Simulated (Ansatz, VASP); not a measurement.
**One calculation of MgO, two programs**

```
CELL_PARAMETERS angstrom
3.26855 0.00000 0.00000
-1.63427 2.83065 0.00000
0.00000 0.00000 2.67968
ATOMIC_POSITIONS crystal
Mg 0.00000 0.00000 0.00000
O 0.33333 0.66667 0.50000
```

Change from the starting cell: strain +0.1125 x Voigt [1, 1, 0, 0, 0, 0], atoms carried along.

Alike in both runs: task single point; functional r2SCAN; k mesh 9 × 9 × 8; occupations gaussian, width 0.05 eV; no spin polarisation.

|  | VASP | Ansatz |
| --- | --- | --- |
| version | VASP 6.6.1 | Ansatz 0.2.0 |
| potentials or method | VASP PAW PBE potentials, release 64 (Mg, O), cutoff 520 eV | scalar-relativistic, plane waves, PAW |
| valence electrons in the cell | 8 | 16 |

|  | VASP | Ansatz | Ansatz less VASP |
| --- | --- | --- | --- |
| gap on the k mesh at the Fermi level (eV) | 1.54 | 1.56 | +0.028 |
| least direct gap on the mesh (eV) | 1.75 | 1.77 | +0.026 |
| pressure (GPa) | -21.8 | -21.0 | +0.71 |
| traceless stress, the component that is largest in VASP (GPa) | 24.90 | 24.94 | +0.034 |

VASP's potentials were made for PBE, not for r2SCAN. VASP's potentials hold 8 valence electrons a cell and Ansatz's 16, so a difference there can come from the potentials and not from the codes.
